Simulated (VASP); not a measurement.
# Ta4O (P4/mmm) in VASP: further runs

Ta4O is run at these levels: PBE+D3(BJ), PBE+D4, PBE; tasks: single point, relaxation of cell and atoms.

Everything below comes from runs of VASP 6.6.1. Logs are shortened: lines on timing, memory, paths and dates and some standing lists are left out, and cuts for length are marked.

### 1 The cell of the first run

The structure is tetragonal, space group P4/mmm (No. 123). Conventional cell: a = 3.220 Å, b = 3.220 Å, c = 7.354 Å, α = 90.00°, β = 90.00°, γ = 90.00°. Ta (site symmetry 4/mmm) has 4 O at 2.28 Å and 12 Ta at 3.08 to 3.22 Å within 3.3 Å. Within 2.8 Å of Ta (site symmetry 4mm) lie 1 O at 2.08 Å and 4 Ta at 2.78 Å. Within 3.7 Å of Ta (site symmetry 4/mmm) lie 14 Ta at 2.78 to 3.68 Å. Within 2.8 Å of O (site symmetry 4/mmm) lie 6 Ta at 2.08 to 2.28 Å.

### 2 Single point, PBE+D3(BJ)

INCAR reads:

```
  PREC = Accurate
  ENCUT = 520
  EDIFF = 1E-6
  ISMEAR = 0
  SIGMA = 0.1
  LREAL = F
  LASPH = T
  NELM = 100
  ALGO = Normal
  ISIF = 2
  LWAVE = F
  LCHARG = F
  GGA = PE
  IVDW = 12
  NBANDS = 33
```

KPOINTS reads:

```
Automatic mesh
0
Gamma
  12 12 6
```

POSCAR reads:

```
Ta4O
1.0
    3.2198663110      0.0000000000      0.0000000000
    0.0000000000      3.2198663110      0.0000000000
    0.0000000000      0.0000000000      7.3535889677
Ta O
4 1
Direct
    0.0000000000      0.0000000000      0.5000000000
    0.5000000000      0.5000000000      0.7828826133
    0.5000000000      0.5000000000      0.2171173867
    0.0000000000      0.0000000000      0.0000000000
    0.5000000000      0.5000000000      0.5000000000
```

Potentials or basis: VASP PAW PBE potentials, release 64 (Ta_pv, O).

The run is started by

```sh
> cat potpaw_PBE.64/Ta_pv/POTCAR potpaw_PBE.64/O/POTCAR > POTCAR
> mpirun -np 1 vasp_std > vasp.out
```

OUTCAR:

```text
PREC = Accurate
   ENCUT = 520
   EDIFF = 1E-6
   ISMEAR = 0
   LREAL = F
   LASPH = T
   NELM = 100
   ISIF = 2
   GGA = PE
   IVDW = 12
 IVDW          = 12

 ion  position               nearest neighbor table
   1  0.000  0.000  0.500-   5 2.28   5 2.28   5 2.28   5 2.28   3 3.08   3 3.08   2 3.08   3 3.08
                             2 3.08   2 3.08   3 3.08   2 3.08
   2  0.500  0.500  0.783-   5 2.08   4 2.78   4 2.78   4 2.78   4 2.78   1 3.08   1 3.08   1 3.08
                             1 3.08   3 3.19
   3  0.500  0.500  0.217-   5 2.08   4 2.78   4 2.78   4 2.78   4 2.78   1 3.08   1 3.08   1 3.08
                             1 3.08   2 3.19
   4  0.000  0.000  0.000-   2 2.78   3 2.78   2 2.78   3 2.78   2 2.78   3 2.78   2 2.78   3 2.78

   5  0.500  0.500  0.500-   2 2.08   3 2.08   1 2.28   1 2.28   1 2.28   1 2.28

  LATTYP: Found a simple tetragonal cell.
 ALAT       =     3.2198663110
 C/A-ratio  =     2.2838181022

  Lattice vectors:

 A1 = (   3.2198663110,   0.0000000000,   0.0000000000)
 A2 = (   0.0000000000,   3.2198663110,   0.0000000000)
 A3 = (   0.0000000000,   0.0000000000,   7.3535889677)

Analysis of symmetry for initial positions (statically):
=====================================================================
 Subroutine PRICEL returns:
 Original cell was already a primitive cell.

 Routine SETGRP: Setting up the symmetry group for a
 simple tetragonal supercell.

 Subroutine GETGRP returns: Found 16 space group operations
 (whereof 16 operations were pure point group operations)
 out of a pool of 16 trial point group operations.

The static configuration has the point symmetry D_4h.

Analysis of symmetry for dynamics (positions and initial velocities):
=====================================================================
 Subroutine PRICEL returns:
 Original cell was already a primitive cell.

 Routine SETGRP: Setting up the symmetry group for a
 simple tetragonal supercell.

 Subroutine GETGRP returns: Found 16 space group operations
 (whereof 16 operations were pure point group operations)
 out of a pool of 16 trial point group operations.

The dynamic configuration has the point symmetry D_4h.

 Subroutine INISYM returns: Found 16 space group operations
 (whereof 16 operations are pure point group operations),
 and found     1 'primitive' translations

----------------------------------------------------------------------------------------

                                     Primitive cell

  volume of cell :      76.2386

  direct lattice vectors                    reciprocal lattice vectors
     3.219866311  0.000000000  0.000000000     0.310571901  0.000000000  0.000000000
     0.000000000  3.219866311  0.000000000     0.000000000  0.310571901  0.000000000
     0.000000000  0.000000000  7.353588968     0.000000000  0.000000000  0.135988020

  length of vectors
     3.219866311  3.219866311  7.353588968     0.310571901  0.310571901  0.135988020

  position of ions in fractional coordinates (direct lattice)
     0.000000000  0.000000000  0.500000000
     0.500000000  0.500000000  0.782882613
     0.500000000  0.500000000  0.217117387
     0.000000000  0.000000000  0.000000000
     0.500000000  0.500000000  0.500000000

  ion indices of the primitive-cell ions
   primitive index   ion index
                 1           1
                 2           2
                 3           3
                 4           4
                 5           5

----------------------------------------------------------------------------------------

 KPOINTS: Automatic mesh

Automatic generation of k-mesh.
 Grid dimensions read from file:
 generate k-points for:   12   12    6

 Generating k-lattice:

  Cartesian coordinates                     Fractional coordinates (reciprocal lattice)
     0.025880992  0.000000000  0.000000000     0.083333333  0.000000000  0.000000000
     0.000000000  0.025880992  0.000000000     0.000000000  0.083333333  0.000000000
     0.000000000  0.000000000  0.022664670     0.000000000  0.000000000  0.166666667

  Length of vectors
     0.025880992  0.025880992  0.022664670

  Shift w.r.t. Gamma in fractional coordinates (k-lattice)
     0.000000000  0.000000000  0.000000000

 Subroutine IBZKPT returns following result:
 ===========================================

 Found    112 irreducible k-points:

 Following reciprocal coordinates:
            Coordinates               Weight
  0.000000  0.000000  0.000000      1.000000
  0.083333  0.000000  0.000000      4.000000
  0.166667  0.000000  0.000000      4.000000
  0.250000  0.000000  0.000000      4.000000
  0.333333  0.000000  0.000000      4.000000
  0.416667  0.000000  0.000000      4.000000
[... 16 lines left out ...]
  0.333333  0.333333  0.000000      4.000000
  0.416667  0.333333  0.000000      8.000000
 [... further k-points ...]
   k-points           NKPTS =    112   k-points in BZ     NKDIM =    112   number of bands    NBANDS=     33
   number of dos      NEDOS =    301   number of ions     NIONS =      5
   total plane-waves  NPLWV =  32256
   dimension x,y,z NGX =    24 NGY =   24 NGZ =   56
   dimension x,y,z NGXF=    48 NGYF=   48 NGZF=  112
   ions per type =               4   1
   NGX,Y,Z   is equivalent  to a cutoff of  12.39, 12.39, 12.66 a.u.
   NGXF,Y,Z  is equivalent  to a cutoff of  24.78, 24.78, 25.32 a.u.
 SYSTEM =  unknown system
   PREC   = accura    normal or accurate (medium, high low for compatibility)
   ISTART =      0    job   : 0-new  1-cont  2-samecut
   ICHARG =      2    charge: 1-file 2-atom 10-const
   ISPIN  =      1    spin polarized calculation?
   LNONCOLLINEAR =      F non collinear calculations
   LSORBIT =      F    spin-orbit coupling
   LASPH  =      T    aspherical Exc in radial PAW
   ENCUT  =  520.0 eV  38.22 Ry    6.18 a.u.   5.99  5.99 13.67*2*pi/ulx,y,z
   NELM   =    100;   NELMIN=  2; NELMDL= -5     # of ELM steps
   EDIFF  = 0.1E-05   stopping-criterion for ELM
   LREAL  =      F    real-space projection
   EDIFFG = 0.1E-04   stopping-criterion for IOM
   NSW    =      0    number of steps for IOM
   IBRION =     -1    ionic relax: 0-MD 1-quasi-New 2-CG
   NFREE  =      0    steps in history (QN), initial steepest desc. (CG)
   ISIF   =      2    stress and relaxation
   ISYM   =      2    0-nonsym 1-usesym 2-fastsym
   POTIM  = 0.5000    time-step for ionic-motion
   TEBEG  =    0.0;   TEEND  =   0.0 temperature during run
   PSTRESS=    0.0 pullay stress
   NELECT =      50.0000    total number of electrons
   NUPDOWN=      -1.0000    fix difference up-down
   EMIN   =  10.00;   EMAX   =-10.00  energy-range for DOS
   EFERMI =   0.00;   METHOD = LEGACY
   ISMEAR =     0;   SIGMA  =   0.10  broadening in eV -4-tet -1-fermi 0-gaus
   EFERMI_NEDOS =   21; number of points for ismear=-14 and -15
   IALGO  =     38    algorithm
   IMIX   =      4    mixing-type and parameters
     AMIX     =   0.40;   BMIX     =  1.00
     AMIX_MAG =   1.60;   BMIX_MAG =  1.00
  volume/ion in A,a.u.               =      15.25       102.90
  Fermi-wavevector in a.u.,A,eV,Ry     =   1.422350  2.687852 27.525669  2.023080
  Thomas-Fermi vector in A             =   2.543063
   LORBIT       =      0    0 simple, 1 ext, 2 COOP (PROOUT), +10 PAW based schemes
   GGA     = PE    functional components
   LHFCALC =     F    Hartree Fock is set to
   AEXX    =    0.0000 exact exchange contribution
   IVDW    =    12    specifies the selected vdW correction
   LEPSILON=     F    determine dielectric tensor
   LRPA    =     F    only Hartree local field effects (RPA)
 non-spin polarized calculation
 Gauss-broadening in eV      SIGMA  =   0.10
  energy-cutoff  :      520.00
  volume of cell :       76.24
 maximum number of plane-waves:      2084
 NGX is ok and might be reduce to    24
   NGX = 11   NGY = 11   NGZ = 27

 number of electron      49.9999992 magnetization

 Free energy of the ion-electron system (eV)
  ---------------------------------------------------
  ext. energy  EPLUGINS =         0.00000000
  ---------------------------------------------------
  free energy    TOTEN  =       -55.04691820 eV

  energy without entropy =      -55.03863717  energy(sigma->0) =      -55.04277769

 E-fermi :   6.6878     XC(G=0): -12.7616

 val. band max:        6.6824503086   @ k =   0.0833   0.0833   0.0000
 cond. band min:       6.6896734520   @ k =   0.3333   0.2500   0.1667
 fundamental gap:      0.0072231434
 Fermi energy:         6.6877711604

 k-point     1 :       0.0000    0.0000    0.0000
  band No.  band energies     occupation
      1     -28.8417      2.00000
      2     -28.8417      2.00000
      3     -28.4915      2.00000
      4     -27.9165      2.00000
      5     -27.7829      2.00000
      6     -27.5566      2.00000
[... 25 lines left out ...]
     32       8.4461      0.00000
     33       9.1518      0.00000

 k-point     2 :       0.0833    0.0000    0.0000
  band No.  band energies     occupation
      1     -28.8722      2.00000
      2     -28.8383      2.00000
      3     -28.4869      2.00000
      4     -27.9260      2.00000
      5     -27.7907      2.00000
      6     -27.5578      2.00000
[... 25 lines left out ...]
     32       8.9581      0.00000
     33       9.4570      0.00000

 k-point     3 :       0.1667    0.0000    0.0000
  band No.  band energies     occupation
      1     -28.9527      2.00000
      2     -28.8291      2.00000
      3     -28.4757      2.00000
      4     -27.9508      2.00000
      5     -27.8122      2.00000
      6     -27.5665      2.00000
[... 25 lines left out ...]
     32       9.4368      0.00000
     33       9.9007      0.00000

 k-point     4 :       0.2500    0.0000    0.0000
  band No.  band energies     occupation
      1     -29.0578      2.00000
      2     -28.8164      2.00000
      3     -28.4647      2.00000
      4     -27.9819      2.00000
      5     -27.8396      2.00000
      6     -27.5914      2.00000
[... 673 lines left out ...]
     32      10.6636      0.00000
     33      10.9084      0.00000

 k-point    23 :       0.3333    0.3333    0.0000
  band No.  band energies     occupation
      1     -29.0843      2.00000
      2     -29.0431      2.00000
      3     -28.4042      2.00000
      4     -27.9621      2.00000
      5     -27.8195      2.00000
      6     -27.7285      2.00000
[... 25 lines left out ...]
     32      10.3307      0.00000
     33      10.9291      0.00000

 k-point    24 :       0.4167    0.3333    0.0000
  band No.  band energies     occupation
      1     -29.1249      2.00000
      2     -29.0394      2.00000
      3     -28.3910      2.00000
      4     -27.9741      2.00000
      5     -27.8445      2.00000
      6     -27.7130      2.00000
[... 25 lines left out ...]
     32      10.8424      0.00000
     33      10.9890      0.00000

 [... further k-points ...]

------------------------ aborting loop because EDIFF is reached ----------------------------------------

 Edisp (eV)   -2.80514

 E8    (eV) :    -1.4238

  FORCE on cell =-STRESS in cart. coord.  units (eV):
  Direction    XX          YY          ZZ          XY          YZ          ZX
  --------------------------------------------------------------------------------------
  -------------------------------------------------------------------------------------
  Total       0.11360     0.11360     0.21306     0.00000     0.00000    -0.00000
  in kB       2.38743     2.38743     4.47758     0.00000     0.00000    -0.00000
  external pressure =        3.08 kB  Pullay stress =        0.00 kB

 VOLUME and BASIS-vectors are now :
 -----------------------------------------------------------------------------
  energy-cutoff  :      520.00
  volume of cell :       76.24
      direct lattice vectors                 reciprocal lattice vectors
     3.219866311  0.000000000  0.000000000     0.310571901  0.000000000  0.000000000
     0.000000000  3.219866311  0.000000000     0.000000000  0.310571901  0.000000000
     0.000000000  0.000000000  7.353588968     0.000000000  0.000000000  0.135988020

 POSITION                                       TOTAL-FORCE (eV/Angst)
 -----------------------------------------------------------------------------------
      0.00000      0.00000      3.67679         0.000000      0.000000      0.000000
      1.60993      1.60993      5.75700         0.000000     -0.000000      0.036329
      1.60993      1.60993      1.59659         0.000000      0.000000     -0.036329
      0.00000      0.00000      0.00000         0.000000      0.000000      0.000000
      1.60993      1.60993      3.67679         0.000000      0.000000      0.000000
 -----------------------------------------------------------------------------------
    total drift:                                0.000000     -0.000000      0.000000

  FREE ENERGIE OF THE ION-ELECTRON SYSTEM (eV)
  ---------------------------------------------------
  free  energy   TOTEN  =       -57.8520535040 eV

  energy  without entropy=      -57.8437724764  energy(sigma->0) =      -57.84791299
```

It took 6.1 min on 1 thread of Intel Xeon 8259CL, shared host; peak memory 0.34 GiB.

Results:

| Property | Result |
| --- | --- |
| Free energy | -57.8521 eV |
| Pressure | 0.3 GPa |
| Largest force | 0.036 eV/Å |
| Band gap on the k mesh | zero (bands 25 and 26 overlap by 1.05 eV) |
| Dispersion energy per atom | -0.561 eV |

Forces on the atoms (eV/Å):
```
Ta   0.000  0.000  0.000
Ta   0.000  0.000  0.036
Ta   0.000  0.000 -0.036
Ta   0.000  0.000  0.000
O    0.000  0.000  0.000
```

Stress tensor (GPa, compression positive):
```
0.24 0.00 0.00
0.00 0.24 0.00
0.00 0.00 0.45
```

Caveat: spin-orbit coupling is left out, which moves the levels of the heavy elements.

### 3 Single point, PBE+D3(BJ)

This run uses another cell than the first one, of 15.33 Å³/atom.

INCAR reads:

```
SYSTEM = Ta4O
PREC     = Accurate       ! precision mode
ENCUT    = 520            ! plane-wave cutoff, eV
EDIFF    = 1E-6           ! SCF threshold, eV
ISMEAR   = 0              ! smearing method
SIGMA    = 0.1            ! smearing width, eV
LREAL    = .False.        ! projectors in reciprocal space
LASPH    = .True.         ! aspherical terms in the spheres
NELM     = 80             ! most SCF steps
ALGO     = Normal         ! electronic algorithm
ISIF     = 2              ! what is computed and relaxed
LWAVE    = .False.        ! write WAVECAR
LCHARG   = .False.        ! write CHGCAR
GGA      = PE             ! functional
IVDW     = 12             ! dispersion correction
NBANDS   = 33             ! bands
```

KPOINTS reads:

```
regular mesh
0
Gamma
  12 12 6
  0 0 0
```

POSCAR reads:

```
Ta4O
1.0
    3.2263672505      0.0000000000      0.0000000000
    0.0000000000      3.2263672505      0.0000000000
    0.0000000000      0.0000000000      7.3616674161
Ta O
4 1
Direct
    0.0000000000      0.0000000000      0.5000000000
    0.5000000000      0.5000000000      0.7828662325
    0.5000000000      0.5000000000      0.2171337675
    0.0000000000      0.0000000000      0.0000000000
    0.5000000000      0.5000000000      0.5000000000
```

Potentials or basis: VASP PAW PBE potentials, release 64 (Ta_pv, O).

The run is started by

```sh
> cat potpaw_PBE.64/Ta_pv/POTCAR potpaw_PBE.64/O/POTCAR > POTCAR
> mpirun -np 1 vasp_std > vasp.out
```

Run time: 6.2 min. Hardware: 1 thread of Intel Xeon 8259CL, shared host; peak memory 0.34 GiB.

It converged, with:

| Item | Value |
| --- | --- |
| Free energy | -57.8515 eV |
| Pressure | -0.9 GPa |
| Largest force | 0.037 eV/Å |
| Band gap on the k mesh | zero (bands 25 and 26 overlap by 1.03 eV) |
| Dispersion energy per atom | -0.558 eV |

Forces on the atoms (eV/Å):
```
Ta   0.000  0.000  0.000
Ta   0.000  0.000  0.037
Ta   0.000  0.000 -0.037
Ta   0.000  0.000  0.000
O    0.000  0.000  0.000
```

Stress tensor (GPa, compression positive):
```
-0.93  0.00  0.00
 0.00 -0.93  0.00
 0.00  0.00 -0.72
```

Levels at points of the mesh, in eV from the Fermi level:
```tsv
k point	band 22	band 23	band 24	band 25	band 26	band 27	band 28	band 29
(0.00, 0.00, 0.00)	-1.63	-0.47	-0.47	-0.10	0.56	1.07	1.07	1.33
(0.50, 0.00, 0.00)	-1.13	-0.94	-0.67	0.20	0.94	0.97	1.38	1.77
(0.50, 0.50, 0.00)	-1.53	-1.53	-0.64	-0.64	1.79	2.47	2.86	2.86
(0.00, 0.00, 0.50)	-0.61	-0.54	-0.54	0.27	0.70	0.70	0.85	1.13
(0.50, 0.00, 0.50)	-1.20	-1.04	-0.60	-0.44	1.08	1.34	1.57	1.87
(0.50, 0.50, 0.50)	-1.76	-1.76	0.10	0.10	1.79	1.98	1.98	3.02
```

Caveat: three body term missing; spin-orbit coupling is left out, which moves the levels of the heavy elements.

[end of part 1 of 2]
